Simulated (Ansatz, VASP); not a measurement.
**Two plane-wave programs on Hf3Re**

```
Hf Re
1.0
     4.30192    0.00000    0.00000
     0.00000    4.30192    0.00000
     0.00000    0.00000    4.30192
Hf Re
3 1
Direct
  0.00000 0.50000 0.50000
  0.50000 0.00000 0.50000
  0.50000 0.50000 0.00000
  0.00000 0.00000 0.00000
```

Alike in both runs: functional PBE; k mesh 4 × 4 × 4; occupations gaussian, width 0.1 eV; no spin polarisation.

Ansatz relaxed the structure, and its values are those at the end. VASP's run is a single point on that final structure, the one shown.

|  | VASP | Ansatz |
| --- | --- | --- |
| version | VASP 6.6.1 | Ansatz 0.2.0 |
| potentials or method | VASP PAW PBE potentials, release 64 (Hf_pv, Re), cutoff 520 eV | scalar-relativistic, plane waves, PAW |
| valence electrons in the cell | 37 | 93 |

Ansatz gave:

```
gap on the k mesh at the Fermi level (eV) : none
pressure (GPa)                            : 0.0
```

Which values does VASP return?

gap on the k mesh at the Fermi level (eV): none; pressure (GPa): -0.7.

A gap of «none» marks a metal or a gap that the smearing closes. VASP's potentials hold 37 valence electrons a cell and Ansatz's 93, so a difference there can come from the potentials and not from the codes.

The k mesh is coarse, so the values compare programs but aren't converged. Spin-orbit coupling is off throughout.
